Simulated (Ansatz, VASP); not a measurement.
**GaAs: VASP beside Ansatz**

```xyz
2
Lattice="4.3007 0.0000 0.0000 -2.1504 3.7245 0.0000 0.0000 0.0000 2.9408" Properties=species:S:1:pos:R:3 pbc="T T T"
Ga    0.0000    0.0000    2.5790
As    0.0000    0.0000    1.1282
```

Alike in both runs: task relaxation of cell and atoms; functional PBE; k mesh 6 × 6 × 6; occupations gaussian, width 0.1 eV; no spin polarisation.

```csv
,VASP,Ansatz
version,VASP 6.6.1,Ansatz 0.2.0
potentials or method,"VASP PAW PBE potentials, release 64 (Ga_d, As), cutoff 600 eV","scalar-relativistic, plane waves, PAW"
valence electrons in the cell,18,28
```

```csv
,VASP,Ansatz,Ansatz less VASP
"gap on the k mesh at the Fermi level, each at its own relaxed structure (eV)",none,none,-
relaxed volume (Å³/atom),19.18,19.56,+0.376
relaxed length of the cell vector where the two differ most in proportion (Å),5.137,5.250,+0.1136
```

A gap of «none» marks a metal or a gap that the smearing closes. VASP's potentials hold 18 valence electrons a cell and Ansatz's 28, so a difference there can come from the potentials and not from the codes.

Noted on VASP's run: the volume moved by over 15 % at a fixed basis, so the end points are rough.
